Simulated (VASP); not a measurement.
# PtSe2 in VASP: single point with PBE+D3(BJ)

Aim: the single point of PtSe2 with PBE+D3(BJ).

Everything below comes from runs of VASP 6.6.1. Logs are shortened: lines on timing, memory, paths and dates and some standing lists are left out, and cuts for length are marked.

### 1 The cell of the first run

The cell holds a slab with vacuum, 6 atoms: a = 3.707 Å, b = 3.707 Å, c = 22.798 Å, α = 90.00°, β = 90.00°, γ = 120.00°.

### 2 Single point, PBE+D3(BJ) (layers slid over each other, then relaxed in part)

INCAR reads:

```
SYSTEM = PtSe2
ALGO = Normal
DIPOL = 0.5 0.5 0.384
EDIFF = 1E-6
ENCUT = 520
GGA = PE
IDIPOL = 3
ISIF = 2
ISMEAR = 0
IVDW = 12
LASPH = .True.
LCHARG = .True.
LDIPOL = .True.
LELF = .True.
LREAL = .False.
LVACPOTAV = .True.
LVHAR = .True.
LWAVE = .False.
NBANDS = 31
NELM = 60
PREC = Accurate
SIGMA = 0.05
```

KPOINTS reads:

```
k-points
0
Gamma
  9 9 1
  0 0 0
```

POSCAR reads:

```
PtSe2
1.0
    3.7070359042      0.0000000000      0.0000000000
   -1.8535179521      3.2103872658      0.0000000000
    0.0000000000      0.0000000000     22.7981610971
Se Pt
4 2
Direct
    0.6666666666      0.3333333333      0.1973843408
    0.3333333334      0.6666666667      0.3134355094
    0.5000000000      1.0000000000      0.4549351856
    0.8333333334      0.6666666667      0.5710115792
    0.0000000000      0.0000000000      0.2556085786
    1.1666666666      1.3333333333      0.5128058495
```

Potentials or basis: VASP PAW PBE potentials, release 64 (Se, Pt).

Started as:

```bash
> cat potpaw_PBE.64/Se/POTCAR potpaw_PBE.64/Pt/POTCAR > POTCAR
> mpirun -np 1 vasp_std > vasp.out
```

OUTCAR:

```text
SYSTEM = PtSe2
   EDIFF = 1E-6
   ENCUT = 520
   GGA = PE
   ISIF = 2
   ISMEAR = 0
   IVDW = 12
   LASPH = .True.
   LREAL = .False.
   NELM = 60
   PREC = Accurate
 IVDW          = 12

 ion  position               nearest neighbor table
   1  0.667  0.333  0.197-   5 2.52   5 2.52   5 2.52
   2  0.333  0.667  0.313-   5 2.51   5 2.51   5 2.51
   3  0.500  0.000  0.455-   6 2.51   6 2.51   6 2.51
   4  0.833  0.667  0.571-   6 2.52   6 2.52   6 2.52
   5  0.000  0.000  0.256-   2 2.51   2 2.51   2 2.51   1 2.52   1 2.52   1 2.52
   6  0.167  0.333  0.513-   3 2.51   3 2.51   3 2.51   4 2.52   4 2.52   4 2.52

  LATTYP: Found a hexagonal cell.
 ALAT       =     3.7070359042
 C/A-ratio  =     6.1499704039

  Lattice vectors:

 A1 = (   3.7070359042,   0.0000000000,   0.0000000000)
 A2 = (  -1.8535179521,   3.2103872658,   0.0000000000)
 A3 = (   0.0000000000,   0.0000000000,  22.7981610971)

Analysis of symmetry for initial positions (statically):
=====================================================================
 Subroutine PRICEL returns:
 Original cell was already a primitive cell.

 Routine SETGRP: Setting up the symmetry group for a
 hexagonal supercell.

 Subroutine GETGRP returns: Found  2 space group operations
 (whereof  2 operations were pure point group operations)
 out of a pool of 24 trial point group operations.

The static configuration has the point symmetry C_1h.

Analysis of symmetry for dynamics (positions and initial velocities):
=====================================================================
 Subroutine PRICEL returns:
 Original cell was already a primitive cell.

 Routine SETGRP: Setting up the symmetry group for a
 hexagonal supercell.

 Subroutine GETGRP returns: Found  2 space group operations
 (whereof  2 operations were pure point group operations)
 out of a pool of 24 trial point group operations.

The dynamic configuration has the point symmetry C_1h.

 Subroutine INISYM returns: Found  2 space group operations
 (whereof  2 operations are pure point group operations),
 and found     1 'primitive' translations

----------------------------------------------------------------------------------------

                                     Primitive cell

  volume of cell :     271.3214

  direct lattice vectors                    reciprocal lattice vectors
     3.707035904  0.000000000  0.000000000     0.269757301  0.155744450  0.000000000
    -1.853517952  3.210387266  0.000000000     0.000000000  0.311488901  0.000000000
     0.000000000  0.000000000 22.798161097     0.000000000  0.000000000  0.043863187

  length of vectors
     3.707035904  3.707035904 22.798161097     0.311488901  0.311488901  0.043863187

  position of ions in fractional coordinates (direct lattice)
     0.666666667  0.333333333  0.197384341
     0.333333333  0.666666667  0.313435509
     0.500000000  0.000000000  0.454935186
     0.833333333  0.666666667  0.571011579
     0.000000000  0.000000000  0.255608579
     0.166666667  0.333333333  0.512805849

  ion indices of the primitive-cell ions
   primitive index   ion index
                 1           1
                 2           2
                 3           3
                 4           4
                 5           5
                 6           6

----------------------------------------------------------------------------------------

 KPOINTS: k-points

Automatic generation of k-mesh.
 Grid dimensions read from file:
 generate k-points for:    9    9    1

 Generating k-lattice:

  Cartesian coordinates                     Fractional coordinates (reciprocal lattice)
     0.029973033  0.017304939  0.000000000     0.111111111  0.000000000  0.000000000
     0.000000000  0.034609878  0.000000000     0.000000000  0.111111111  0.000000000
     0.000000000  0.000000000  0.043863187     0.000000000  0.000000000  1.000000000

  Length of vectors
     0.034609878  0.034609878  0.043863187

  Shift w.r.t. Gamma in fractional coordinates (k-lattice)
     0.000000000  0.000000000  0.000000000

 Subroutine IBZKPT returns following result:
 ===========================================

 Found     25 irreducible k-points:

 Following reciprocal coordinates:
            Coordinates               Weight
  0.000000  0.000000  0.000000      1.000000
  0.111111  0.000000  0.000000      4.000000
  0.000000  0.111111  0.000000      2.000000
  0.222222  0.000000  0.000000      4.000000
  0.000000  0.222222  0.000000      2.000000
  0.333333  0.000000  0.000000      4.000000
[... 16 lines left out ...]
 -0.222222 -0.444444  0.000000      4.000000
  0.444444  0.333333  0.000000      4.000000
   k-points           NKPTS =     25   k-points in BZ     NKDIM =     25   number of bands    NBANDS=     31
   number of dos      NEDOS =    301   number of ions     NIONS =      6
   total plane-waves  NPLWV = 141120
   dimension x,y,z NGX =    28 NGY =   28 NGZ =  180
   dimension x,y,z NGXF=    56 NGYF=   56 NGZF=  360
   ions per type =               4   2
   NGX,Y,Z   is equivalent  to a cutoff of  12.56, 12.56, 13.13 a.u.
   NGXF,Y,Z  is equivalent  to a cutoff of  25.11, 25.11, 26.25 a.u.
 SYSTEM =  PtSe2
   PREC   = accura    normal or accurate (medium, high low for compatibility)
   ISTART =      0    job   : 0-new  1-cont  2-samecut
   ICHARG =      2    charge: 1-file 2-atom 10-const
   ISPIN  =      1    spin polarized calculation?
   LNONCOLLINEAR =      F non collinear calculations
   LSORBIT =      F    spin-orbit coupling
   LASPH  =      T    aspherical Exc in radial PAW
   ENCUT  =  520.0 eV  38.22 Ry    6.18 a.u.   6.89  6.89 42.39*2*pi/ulx,y,z
   NELM   =     60;   NELMIN=  2; NELMDL= -5     # of ELM steps
   EDIFF  = 0.1E-05   stopping-criterion for ELM
   LREAL  =      F    real-space projection
   EDIFFG = 0.1E-04   stopping-criterion for IOM
   NSW    =      0    number of steps for IOM
   IBRION =     -1    ionic relax: 0-MD 1-quasi-New 2-CG
   NFREE  =      0    steps in history (QN), initial steepest desc. (CG)
   ISIF   =      2    stress and relaxation
   ISYM   =      2    0-nonsym 1-usesym 2-fastsym
   POTIM  = 0.5000    time-step for ionic-motion
   TEBEG  =    0.0;   TEEND  =   0.0 temperature during run
   PSTRESS=    0.0 pullay stress
   NELECT =      44.0000    total number of electrons
   NUPDOWN=      -1.0000    fix difference up-down
   EMIN   =  10.00;   EMAX   =-10.00  energy-range for DOS
   EFERMI =   0.00;   METHOD = LEGACY
   ISMEAR =     0;   SIGMA  =   0.05  broadening in eV -4-tet -1-fermi 0-gaus
   EFERMI_NEDOS =   21; number of points for ismear=-14 and -15
   IALGO  =     38    algorithm
   IMIX   =      4    mixing-type and parameters
     AMIX     =   0.40;   BMIX     =  1.00
     AMIX_MAG =   1.60;   BMIX_MAG =  1.00
  volume/ion in A,a.u.               =      45.22       305.16
  Fermi-wavevector in a.u.,A,eV,Ry     =   0.892752  1.687057 10.843937  0.797007
  Thomas-Fermi vector in A             =   2.014742
   LORBIT       =      0    0 simple, 1 ext, 2 COOP (PROOUT), +10 PAW based schemes
   GGA     = PE    functional components
   LHFCALC =     F    Hartree Fock is set to
   AEXX    =    0.0000 exact exchange contribution
   IVDW    =    12    specifies the selected vdW correction
   LEPSILON=     F    determine dielectric tensor
   LRPA    =     F    only Hartree local field effects (RPA)
 non-spin polarized calculation
 Gauss-broadening in eV      SIGMA  =   0.05
  energy-cutoff  :      520.00
  volume of cell :      271.32
 maximum number of plane-waves:      7334
   NGX = 13   NGY = 13   NGZ = 85

 dipolmoment           0.000000      0.000000      0.000264 electrons x Angstroem

 number of electron      44.0000001 magnetization

 dipolmoment           0.000000      0.000000     -0.000959 electrons x Angstroem

 Free energy of the ion-electron system (eV)
  ---------------------------------------------------
  ext. energy  EPLUGINS =         0.00000000
  ---------------------------------------------------
  free energy    TOTEN  =       -28.51440873 eV

  energy without entropy =      -28.51440873  energy(sigma->0) =      -28.51440873

 E-fermi :   0.0231     XC(G=0):  -5.4669

 val. band max:       -0.2186943474   @ k =  -0.2222   0.1111   0.0000
 cond. band min:       0.5050376423   @ k =   0.2222   0.0000   0.0000
 fundamental gap:      0.7237319897
 Fermi energy:         0.0230571804

 k-point     1 :       0.0000    0.0000    0.0000
  band No.  band energies     occupation
      1     -14.8024      2.00000
      2     -14.7000      2.00000
      3     -13.0755      2.00000
      4     -12.8863      2.00000
      5      -6.1154      2.00000
      6      -5.7914      2.00000
[... 23 lines left out ...]
     30       4.9073      0.00000
     31       4.9391      0.00000

 k-point     2 :       0.1111    0.0000    0.0000
  band No.  band energies     occupation
      1     -14.6707      2.00000
      2     -14.5672      2.00000
      3     -13.0757      2.00000
      4     -12.8971      2.00000
      5      -6.0180      2.00000
      6      -5.8042      2.00000
[... 23 lines left out ...]
     30       5.5204      0.00000
     31       5.5970      0.00000

 k-point     3 :       0.0000    0.1111    0.0000
  band No.  band energies     occupation
      1     -14.6703      2.00000
      2     -14.5675      2.00000
      3     -13.0749      2.00000
      4     -12.8979      2.00000
      5      -6.0192      2.00000
      6      -5.8058      2.00000
[... 703 lines left out ...]
     30       7.0533      0.00000
     31       7.3480      0.00000

 k-point    24 :       0.4444    0.3333    0.0000
  band No.  band energies     occupation
      1     -13.2922      2.00000
      2     -13.1506      2.00000
      3     -13.0816      2.00000
      4     -13.0220      2.00000
      5      -6.3367      2.00000
      6      -6.2630      2.00000
[... 23 lines left out ...]
     30       7.0886      0.00000
     31       7.3211      0.00000

 [... further k-points ...]

------------------------ aborting loop because EDIFF is reached ----------------------------------------

 Edisp (eV)   -2.11729

 E8    (eV) :    -0.9382

  FORCE on cell =-STRESS in cart. coord.  units (eV):
  Direction    XX          YY          ZZ          XY          YZ          ZX
  --------------------------------------------------------------------------------------
  -------------------------------------------------------------------------------------
  Total       0.00632     0.20142    -0.04556     0.00000     0.48438     0.00000
  in kB       0.03730     1.18940    -0.26902     0.00000     2.86029     0.00000
  external pressure =        0.32 kB  Pullay stress =        0.00 kB

 VOLUME and BASIS-vectors are now :
 -----------------------------------------------------------------------------
  energy-cutoff  :      520.00
  volume of cell :      271.32
      direct lattice vectors                 reciprocal lattice vectors
     3.707035904  0.000000000  0.000000000     0.269757301  0.155744450  0.000000000
    -1.853517952  3.210387266  0.000000000     0.000000000  0.311488901  0.000000000
     0.000000000  0.000000000 22.798161097     0.000000000  0.000000000  0.043863187

 POSITION                                       TOTAL-FORCE (eV/Angst)
 -----------------------------------------------------------------------------------
      1.85352      1.07013      4.50000        -0.000000     -0.053140     -0.000197
      0.00000      2.14026      7.14575         0.000000     -0.125949      0.000293
      1.85352      0.00000     10.37169         0.000000      0.116188     -0.000017
      1.85352      2.14026     13.01801        -0.000000      0.033133      0.000672
      0.00000      0.00000      5.82741        -0.000000      0.061775     -0.000118
     -0.00000      1.07013     11.69103        -0.000000     -0.032008     -0.000632
 -----------------------------------------------------------------------------------
    total drift:                               -0.000000      0.000107      0.000002

  FREE ENERGIE OF THE ION-ELECTRON SYSTEM (eV)
  ---------------------------------------------------
  free  energy   TOTEN  =       -30.6316957618 eV

  energy  without entropy=      -30.6316957618  energy(sigma->0) =      -30.63169576

 vacuum level on the upper side and lower side of the slab         4.981         4.995
```

It took 5.8 min on 1 thread of Intel Xeon Platinum 8488C (Sapphire Rapids), shared host; peak memory 0.48 GiB.

What came out:

```
Free energy                : -30.6317 eV
Largest force              : 0.126 eV/Å
Band gap on the k mesh     : 0.72 eV (least direct gap 0.96 eV)
Dispersion energy per atom : -0.353 eV
```

Forces on the atoms (eV/Å):
```
Se   0.000 -0.053  0.000
Se   0.000 -0.126  0.000
Se   0.000  0.116  0.000
Se   0.000  0.033  0.001
Pt   0.000  0.062  0.000
Pt   0.000 -0.032 -0.001
```

Levels at points of the mesh, in eV from the valence-band top:
```csv
k point,band 18,band 19,band 20,band 21,band 22,band 23,band 24,band 25,band 26,band 27
"(0.00, 0.00, 0.00)",-0.53,-0.52,-0.49,-0.45,-0.34,2.43,2.46,2.50,2.54,4.11
```

Caveat: the cell differs from its parent crystal (layers slid over each other, then relaxed in part); spin-orbit coupling is left out, which moves the levels of the heavy elements.
